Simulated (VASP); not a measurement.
# Si10H5Cl in VASP: a series of runs

Si10H5Cl is run at these levels: PBEsol; tasks: single point.

All numbers are computed with VASP 6.6.1; they aren't measurements. Logs are shortened: lines on timing, memory, paths and dates and some standing lists are left out, and cuts for length are marked.

## (1) The cell of the first run

The cell holds a slab with vacuum, 32 atoms: a = 7.679 Å, b = 7.679 Å, c = 20.254 Å, α = 90.00°, β = 90.00°, γ = 90.00°.

## (2) Single point, PBEsol

Input file INCAR:

```
  PREC = Accurate
  ENCUT = 520
  EDIFF = 1E-7
  ISMEAR = -1
  SIGMA = 0.02
  LREAL = Auto
  LASPH = T
  NELM = 60
  ALGO = Normal
  ISIF = 2
  LWAVE = F
  LCHARG = F
  GGA = PS
  NBANDS = 74
```

Input file KPOINTS:

```
regular mesh
0
Gamma
  2 2 1
```

Input file POSCAR:

```
Si10H5Cl
1.0
    7.6791800000      0.0000000000      0.0000000000
    0.0000000000      7.6791800000      0.0000000000
    0.0000000000      0.0000000000     20.2543620000
H Si Cl
10 20 2
Direct
    0.4093920184      0.0000000000      0.0493720809
    0.0906079816      0.0000000000      0.0493720809
    0.9093920184      0.0000000000      0.0493720809
    0.5906079816      0.0000000000      0.0493720809
    0.4093920184      0.5000000000      0.0493720809
    0.0906079816      0.5000000000      0.0493720809
    0.9093920184      0.5000000000      0.0493720809
    0.5906079816      0.5000000000      0.0493720809
    0.2437002388      0.4312680521      0.4252142822
    0.7428793178      0.4109419235      0.4262445788
    0.2500000000      0.0000000000      0.0921036170
    0.7500000000      0.0000000000      0.0921036170
    0.2500000000      0.5000000000      0.0921036170
    0.7500000000      0.5000000000      0.0921036170
    0.2500941507      0.2484261340      0.1552786012
    0.7472120721      0.2476028691      0.1557631882
    0.2425958240      0.7435651984      0.1611014457
    0.7410358919      0.7450101443      0.1615602111
   -0.0023239460      0.2345096742      0.2189794475
    0.4948984136      0.2271008102      0.2206434347
   -0.0094235322      0.7233785378      0.2295259658
    0.4888872249      0.7226183004      0.2306695220
   -0.0229605244     -0.0130888975      0.2867971847
    0.4650854649     -0.0193979045      0.2908353272
   -0.0128667384      0.4618417591      0.2954708719
    0.4887537471      0.4594665055      0.2950524929
    0.2153447373      0.0651030449      0.3515353878
    0.7174742616      0.0490553679      0.3434308126
    0.2371193278      0.3775525512      0.3539522499
    0.7361618037      0.3670117122      0.3541906183
    0.1742738157     -0.0371257087      0.4454739182
    0.6565906777     -0.1420382124      0.4186531770
```

Potentials or basis: VASP PAW PBE potentials, release 64 (H, Si, Cl).

Started as:

```console
> cat potpaw_PBE.64/H/POTCAR potpaw_PBE.64/Si/POTCAR potpaw_PBE.64/Cl/POTCAR > POTCAR
> mpirun -np 1 vasp_std > vasp.out
```

OUTCAR:

```text
PREC = Accurate
   ENCUT = 520
   EDIFF = 1E-7
   ISMEAR = -1
   LREAL = Auto
   LASPH = T
   NELM = 60
   ISIF = 2
   GGA = PS

 ion  position               nearest neighbor table
   1  0.409  0.000  0.049-  11 1.50
   2  0.091  0.000  0.049-  11 1.50
   3  0.909  0.000  0.049-  12 1.50
   4  0.591  0.000  0.049-  12 1.50
   5  0.409  0.500  0.049-  13 1.50
   6  0.091  0.500  0.049-  13 1.50
   7  0.909  0.500  0.049-  14 1.50
   8  0.591  0.500  0.049-  14 1.50
   9  0.244  0.431  0.425-  29 1.50
  10  0.743  0.411  0.426-  30 1.50
  11  0.250  0.000  0.092-   1 1.50   2 1.50  15 2.30  17 2.42
  12  0.750  0.000  0.092-   3 1.50   4 1.50  16 2.30  18 2.41
  13  0.250  0.500  0.092-   5 1.50   6 1.50  15 2.32  17 2.34
  14  0.750  0.500  0.092-   7 1.50   8 1.50  16 2.33  18 2.35
  15  0.250  0.248  0.155-  11 2.30  20 2.31  13 2.32  19 2.33
  16  0.747  0.248  0.156-  12 2.30  19 2.31  14 2.33  20 2.35
[... 12 lines left out ...]
  29  0.237  0.378  0.354-   9 1.50  25 2.35  26 2.36  27 2.41
  30  0.736  0.367  0.354-  10 1.50  26 2.36  25 2.38  28 2.46
  31  0.174  0.963  0.445-  27 2.08
  32  0.657  0.858  0.419-  28 2.17

  LATTYP: Found a simple tetragonal cell.
 ALAT       =     7.6791800000
 C/A-ratio  =     2.6375683341

  Lattice vectors:

 A1 = (   7.6791800000,   0.0000000000,   0.0000000000)
 A2 = (   0.0000000000,   7.6791800000,   0.0000000000)
 A3 = (   0.0000000000,   0.0000000000,  20.2543620000)

Analysis of symmetry for initial positions (statically):
=====================================================================
 Subroutine PRICEL returns:
 Original cell was already a primitive cell.

 Routine SETGRP: Setting up the symmetry group for a
 simple tetragonal supercell.

 Subroutine GETGRP returns: Found  1 space group operations
 (whereof  1 operations were pure point group operations)
 out of a pool of 16 trial point group operations.

The static configuration has the point symmetry C_1 .

Analysis of symmetry for dynamics (positions and initial velocities):
=====================================================================
 Subroutine PRICEL returns:
 Original cell was already a primitive cell.

 Routine SETGRP: Setting up the symmetry group for a
 simple tetragonal supercell.

 Subroutine GETGRP returns: Found  1 space group operations
 (whereof  1 operations were pure point group operations)
 out of a pool of 16 trial point group operations.

The dynamic configuration has the point symmetry C_1 .

 Subroutine INISYM returns: Found  1 space group operations
 (whereof  1 operations are pure point group operations),
 and found     1 'primitive' translations

----------------------------------------------------------------------------------------

                                     Primitive cell

  volume of cell :    1194.3958

  direct lattice vectors                    reciprocal lattice vectors
     7.679180000  0.000000000  0.000000000     0.130222237  0.000000000  0.000000000
     0.000000000  7.679180000  0.000000000     0.000000000  0.130222237  0.000000000
     0.000000000  0.000000000 20.254362000     0.000000000  0.000000000  0.049372081

  length of vectors
     7.679180000  7.679180000 20.254362000     0.130222237  0.130222237  0.049372081

  position of ions in fractional coordinates (direct lattice)
     0.409392018  0.000000000  0.049372081
     0.090607982  0.000000000  0.049372081
     0.909392018  0.000000000  0.049372081
     0.590607982  0.000000000  0.049372081
     0.409392018  0.500000000  0.049372081
     0.090607982  0.500000000  0.049372081
[... 24 lines left out ...]
     0.174273816  0.962874291  0.445473918
     0.656590678  0.857961788  0.418653177

  ion indices of the primitive-cell ions
   primitive index   ion index
                 1           1
                 2           2
                 3           3
                 4           4
                 5           5
                 6           6
[... 24 lines left out ...]
                31          31
                32          32

----------------------------------------------------------------------------------------

 KPOINTS: regular mesh

Automatic generation of k-mesh.
 Grid dimensions read from file:
 generate k-points for:    2    2    1

 Generating k-lattice:

  Cartesian coordinates                     Fractional coordinates (reciprocal lattice)
     0.065111119  0.000000000  0.000000000     0.500000000  0.000000000  0.000000000
     0.000000000  0.065111119  0.000000000     0.000000000  0.500000000  0.000000000
     0.000000000  0.000000000  0.049372081     0.000000000  0.000000000  1.000000000

  Length of vectors
     0.065111119  0.065111119  0.049372081

  Shift w.r.t. Gamma in fractional coordinates (k-lattice)
     0.000000000  0.000000000  0.000000000

 Subroutine IBZKPT returns following result:
 ===========================================

 Found      4 irreducible k-points:

 Following reciprocal coordinates:
            Coordinates               Weight
  0.000000  0.000000  0.000000      1.000000
  0.500000  0.000000  0.000000      1.000000
  0.000000  0.500000  0.000000      1.000000
  0.500000  0.500000  0.000000      1.000000
   k-points           NKPTS =      4   k-points in BZ     NKDIM =      4   number of bands    NBANDS=     74
   number of dos      NEDOS =    301   number of ions     NIONS =     32
   total plane-waves  NPLWV = 576000
   dimension x,y,z NGX =    60 NGY =   60 NGZ =  160
   dimension x,y,z NGXF=   120 NGYF=  120 NGZF=  320
   ions per type =              10  20   2
   NGX,Y,Z   is equivalent  to a cutoff of  12.99, 12.99, 13.13 a.u.
   NGXF,Y,Z  is equivalent  to a cutoff of  25.98, 25.98, 26.27 a.u.
 SYSTEM =  unknown system
   PREC   = accura    normal or accurate (medium, high low for compatibility)
   ISTART =      0    job   : 0-new  1-cont  2-samecut
   ICHARG =      2    charge: 1-file 2-atom 10-const
   ISPIN  =      1    spin polarized calculation?
   LNONCOLLINEAR =      F non collinear calculations
   LSORBIT =      F    spin-orbit coupling
   LASPH  =      T    aspherical Exc in radial PAW
   ENCUT  =  520.0 eV  38.22 Ry    6.18 a.u.  14.28 14.28 37.66*2*pi/ulx,y,z
   NELM   =     60;   NELMIN=  2; NELMDL= -5     # of ELM steps
   EDIFF  = 0.1E-06   stopping-criterion for ELM
   LREAL  =      T    real-space projection
   EDIFFG = 0.1E-05   stopping-criterion for IOM
   NSW    =      0    number of steps for IOM
   IBRION =     -1    ionic relax: 0-MD 1-quasi-New 2-CG
   NFREE  =      0    steps in history (QN), initial steepest desc. (CG)
   ISIF   =      2    stress and relaxation
   ISYM   =      2    0-nonsym 1-usesym 2-fastsym
   POTIM  = 0.5000    time-step for ionic-motion
   TEBEG  =    0.0;   TEEND  =   0.0 temperature during run
   PSTRESS=    0.0 pullay stress
   NELECT =     104.0000    total number of electrons
   NUPDOWN=      -1.0000    fix difference up-down
   EMIN   =  10.00;   EMAX   =-10.00  energy-range for DOS
   EFERMI =   0.00;   METHOD = LEGACY
   ISMEAR =    -1;   SIGMA  =   0.02  broadening in eV -4-tet -1-fermi 0-gaus
   EFERMI_NEDOS =   21; number of points for ismear=-14 and -15
   IALGO  =     38    algorithm
   IMIX   =      4    mixing-type and parameters
     AMIX     =   0.40;   BMIX     =  1.00
     AMIX_MAG =   1.60;   BMIX_MAG =  1.00
  volume/ion in A,a.u.               =      37.32       251.88
  Fermi-wavevector in a.u.,A,eV,Ry     =   0.725610  1.371204  7.163599  0.526510
  Thomas-Fermi vector in A             =   1.816375
   LORBIT       =      0    0 simple, 1 ext, 2 COOP (PROOUT), +10 PAW based schemes
   GGA     = PS    functional components
   LHFCALC =     F    Hartree Fock is set to
   AEXX    =    0.0000 exact exchange contribution
   IVDW    =     0    specifies the selected vdW correction
   LEPSILON=     F    determine dielectric tensor
   LRPA    =     F    only Hartree local field effects (RPA)
 non-spin polarized calculation
  energy-cutoff  :      520.00
  volume of cell :     1194.40
 maximum number of plane-waves:     32216
 NGX is ok and might be reduce to    60
   NGX = 29   NGY = 29   NGZ = 75

 number of electron     104.0000005 magnetization

 Free energy of the ion-electron system (eV)
  ---------------------------------------------------
  ext. energy  EPLUGINS =         0.00000000
  ---------------------------------------------------
  free energy    TOTEN  =      -150.14736232 eV

  energy without entropy =     -150.14736232  energy(sigma->0) =     -150.14736232

 E-fermi :  -0.8106     XC(G=0):  -4.4838

 val. band max:       -1.2811336793   @ k =   0.0000   0.5000   0.0000
 cond. band min:      -0.1377758174   @ k =   0.0000   0.0000   0.0000
 fundamental gap:      1.1433578619
 Fermi energy:        -0.8106207864

 k-point     1 :       0.0000    0.0000    0.0000
  band No.  band energies     occupation
      1     -16.7559      2.00000
      2     -16.4598      2.00000
      3     -12.4884      2.00000
      4     -11.3683      2.00000
      5     -10.6756      2.00000
      6     -10.6018      2.00000
[... 56 lines left out ...]
     63       1.5960      0.00000
     64       1.8369      0.00000

 k-point     2 :       0.5000    0.0000    0.0000
  band No.  band energies     occupation
      1     -16.7464      2.00000
      2     -16.4704      2.00000
      3     -11.9742      2.00000
      4     -11.9496      2.00000
      5     -10.9230      2.00000
      6     -10.9015      2.00000
[... 56 lines left out ...]
     63       1.9699      0.00000
     64       2.0408      0.00000

 k-point     3 :       0.0000    0.5000    0.0000
  band No.  band energies     occupation
      1     -16.7556      2.00000
      2     -16.4592      2.00000
      3     -12.1879      2.00000
      4     -11.6990      2.00000
      5     -11.0903      2.00000
      6     -10.4773      2.00000
[... 56 lines left out ...]
     63       1.9203      0.00000
     64       2.0684      0.00000

 k-point     4 :       0.5000    0.5000    0.0000
  band No.  band energies     occupation
      1     -16.7462      2.00000
      2     -16.4697      2.00000
      3     -11.6616      2.00000
      4     -11.6395      2.00000
      5     -11.1956      2.00000
      6     -11.1765      2.00000
[... 56 lines left out ...]
     63       2.4989      0.00000
     64       2.5607      0.00000
 [bands above 64 left out]

------------------------ aborting loop because EDIFF is reached ----------------------------------------

  FORCE on cell =-STRESS in cart. coord.  units (eV):
  Direction    XX          YY          ZZ          XY          YZ          ZX
  --------------------------------------------------------------------------------------
  -------------------------------------------------------------------------------------
  Total       13.6943438     -2.9710240      1.2013212     -2.2966465      7.5163121      5.4267660
  in kB       18.3697627     -3.9853685      1.6114672     -3.0807501     10.0824743      7.2795313
  external PRESSURE =       5.3319538 kB  Pullay stress =       0.0000000 kB

 VOLUME and BASIS-vectors are now :
 -----------------------------------------------------------------------------
  energy-cutoff  :      520.00
  volume of cell :     1194.40
      direct lattice vectors                 reciprocal lattice vectors
     7.679180000  0.000000000  0.000000000     0.130222237  0.000000000  0.000000000
     0.000000000  7.679180000  0.000000000     0.000000000  0.130222237  0.000000000
     0.000000000  0.000000000 20.254362000     0.000000000  0.000000000  0.049372081

 POSITION                                       TOTAL-FORCE (eV/Angst)
 -----------------------------------------------------------------------------------
      3.14379      0.00000      1.00000        -0.458262     -0.166548     -0.018222
      0.69580      0.00000      1.00000         0.492370     -0.132096     -0.071770
      6.98338      0.00000      1.00000        -0.458712     -0.164135     -0.014574
      4.53539      0.00000      1.00000         0.490506     -0.121242     -0.072661
      3.14379      3.83959      1.00000        -0.459956      0.048058     -0.021781
      0.69580      3.83959      1.00000         0.508995      0.006777     -0.107529
[... 24 lines left out ...]
      1.33828      7.39409      9.02279         0.229068      0.056446     -0.060418
      5.04208      6.58844      8.47955         0.619516      0.573934      0.044419
 -----------------------------------------------------------------------------------
    total drift:                               -0.009903      0.004889     -0.029626

  FREE ENERGIE OF THE ION-ELECTRON SYSTEM (eV)
  ---------------------------------------------------
  free  energy   TOTEN  =      -150.1473623151 eV

  energy  without entropy=     -150.1473623150  energy(sigma->0) =     -150.14736232
```

Wall time 14 min (1 thread of Intel Xeon 6975P-C (Granite Rapids), shared host); peak memory 1.2 GiB.

What came out:

| Item | Value |
| --- | --- |
| Free energy | -150.1474 eV |
| Largest force | 0.846 eV/Å |
| Band gap on the k mesh | 1.14 eV, indirect (least direct gap 1.31 eV) |

Forces in eV/Å, atoms in the order of the input:
```
H   -0.458 -0.167 -0.018
H    0.492 -0.132 -0.072
H   -0.459 -0.164 -0.015
H    0.491 -0.121 -0.073
H   -0.460  0.048 -0.022
H    0.509  0.007 -0.108
H   -0.441  0.039  0.015
H    0.506  0.008 -0.100
H   -0.032  0.075  0.016
H   -0.020  0.140  0.047
Si  -0.136 -0.451  0.170
Si  -0.136 -0.440  0.170
Si  -0.188  0.054 -0.108
Si  -0.292  0.081  0.061
Si  -0.107  0.027 -0.021
Si  -0.099 -0.021  0.036
Si  -0.005 -0.006 -0.004
Si   0.019  0.005 -0.020
Si  -0.093  0.011  0.022
Si  -0.160 -0.002 -0.014
Si  -0.006  0.023  0.022
Si   0.026 -0.011 -0.047
Si   0.026  0.013  0.062
Si  -0.027  0.404 -0.544
Si  -0.023  0.029  0.016
Si   0.020  0.020  0.028
Si   0.074  0.068 -0.020
Si   0.127 -0.214  0.471
Si  -0.006  0.077  0.006
Si   0.009 -0.031  0.059
Cl   0.229  0.056 -0.060
Cl   0.620  0.574  0.044
```

Levels at points of the mesh, in eV from the valence-band top:
```tsv
k point	band 50	band 51	band 52	band 53	band 54	band 55
(0.00, 0.00, 0.00)	-0.49	-0.37	-0.17	1.14	1.51	1.59
(0.50, 0.00, 0.00)	-0.55	-0.38	-0.36	1.96	2.04	2.11
(0.00, 0.50, 0.00)	-0.87	-0.26	0.00	1.33	1.74	2.07
(0.50, 0.50, 0.00)	-0.83	-0.73	-0.68	2.09	2.24	2.31
```

Caveat: the PAW data sets were made with another functional, which shifts forces and pressure a little.

## (3) Single point, PBEsol

Input file INCAR:

```
SYSTEM = Si10H5Cl
PREC = Accurate
ENCUT = 520
EDIFF = 1E-6
ISMEAR = -1
SIGMA = 0.02
LREAL = Auto
LASPH = .TRUE.
NELM = 60
ALGO = Normal
ISIF = 2
LWAVE = .FALSE.
LCHARG = .FALSE.
GGA = PS
NBANDS = 74
```

Input file KPOINTS:

```
regular mesh
0
G
  2 2 1
  0 0 0
```

Input file POSCAR:

```
Si10H5Cl
1.0
    7.6791800000      0.0000000000      0.0000000000
    0.0000000000      7.6791800000      0.0000000000
    0.0000000000      0.0000000000     20.2543620000
H Si Cl
10 20 2
Direct
    0.4093920184      0.0000000000      0.0493720809
    0.0906079816      0.0000000000      0.0493720809
    0.9093920184      0.0000000000      0.0493720809
    0.5906079816      0.0000000000      0.0493720809
    0.4093920184      0.5000000000      0.0493720809
    0.0906079816      0.5000000000      0.0493720809
    0.9093920184      0.5000000000      0.0493720809
    0.5906079816      0.5000000000      0.0493720809
    0.2429314067      0.4687137168      0.4200224129
    0.7493063061      0.4549200566      0.4222967872
    0.2500000000      0.0000000000      0.0921036170
    0.7500000000      0.0000000000      0.0921036170
    0.2500000000      0.5000000000      0.0921036170
    0.7500000000      0.5000000000      0.0921036170
    0.2703232637      0.2458423946      0.1580311441
    0.7638319456      0.2527575861      0.1535015519
    0.2420370404      0.7507724783      0.1599346847
    0.7404798429      0.7525578252      0.1612575109
    0.0125726966      0.2555961704      0.2179918084
    0.5271492529      0.2514295797      0.2239558570
   -0.0090116393      0.7526868754      0.2281218732
    0.4861879784      0.7567153003      0.2300008759
   -0.0285469282      0.0154661045      0.2876221922
    0.4534850075     -0.0509909912      0.3223141761
   -0.0091408197      0.4934706570      0.2904724918
    0.4912045297      0.4969962939      0.2900303154
    0.2046764108      0.1124771134      0.3540325289
    0.6947490487      0.1233554885      0.3159947472
    0.2404797127      0.4173314078      0.3486896798
    0.7371628221      0.4167013926      0.3497380959
    0.1814818770      0.0814469774      0.4560654638
    0.4247971789     -0.2317665428      0.4008057129
```

Potentials or basis: VASP PAW PBE potentials, release 64 (H, Si, Cl).

Started as:

```console
> cat potpaw_PBE.64/H/POTCAR potpaw_PBE.64/Si/POTCAR potpaw_PBE.64/Cl/POTCAR > POTCAR
> mpirun -np 1 vasp_std > vasp.out
```

Run time: 14 min. Hardware: 1 thread of AMD EPYC 9R45 (Zen 5), shared host; peak memory 1.1 GiB.

It converged, with:

```
Free energy            : -149.6388 eV
Largest force          : 0.565 eV/Å
Band gap on the k mesh : 1.28 eV, indirect (least direct gap 1.35 eV)
```

Forces in eV/Å, atoms in the order of the input:
```
H   -0.477 -0.155 -0.070
H    0.444  0.074 -0.030
H   -0.467 -0.168 -0.071
H    0.466  0.004 -0.052
H   -0.492  0.183 -0.092
H    0.401 -0.135  0.024
H   -0.473  0.288 -0.113
H    0.478  0.022 -0.070
H   -0.013  0.000  0.003
H   -0.001 -0.005  0.003
Si   0.018 -0.185  0.077
Si  -0.032 -0.193 -0.002
Si   0.359 -0.078  0.399
Si  -0.098  0.542 -0.120
Si   0.040 -0.007  0.013
Si   0.025 -0.001 -0.010
Si  -0.013  0.001 -0.003
Si  -0.020  0.003  0.002
Si   0.028 -0.002 -0.013
Si   0.038 -0.016  0.012
Si  -0.017 -0.004 -0.003
Si  -0.024  0.012  0.007
Si  -0.070  0.001 -0.021
Si  -0.065 -0.134  0.169
Si  -0.025 -0.002 -0.009
Si  -0.009  0.004 -0.016
Si  -0.088  0.036 -0.004
Si  -0.097  0.003 -0.041
Si  -0.016  0.016 -0.020
Si  -0.016 -0.012  0.009
Cl  -0.145 -0.072 -0.078
Cl   0.361 -0.018  0.120
```

Levels at points of the mesh, in eV from the valence-band top:
| k point | band 49 | band 50 | band 51 | band 52 | band 53 | band 54 | band 55 | band 56 |
| --- | --- | --- | --- | --- | --- | --- | --- | --- |
| (0.00, 0.00, 0.00) | -0.51 | -0.44 | -0.28 | -0.07 | 1.28 | 1.67 | 1.78 | 2.05 |
| (0.50, 0.00, 0.00) | -0.62 | -0.46 | -0.32 | 0.00 | 1.92 | 2.12 | 2.25 | 2.40 |
| (0.00, 0.50, 0.00) | -0.74 | -0.59 | -0.30 | 0.00 | 1.47 | 1.94 | 2.14 | 2.21 |
| (0.50, 0.50, 0.00) | -0.89 | -0.56 | -0.51 | -0.45 | 1.96 | 2.28 | 2.47 | 2.60 |

Caveat: the PAW data sets were made with another functional, which shifts forces and pressure a little.
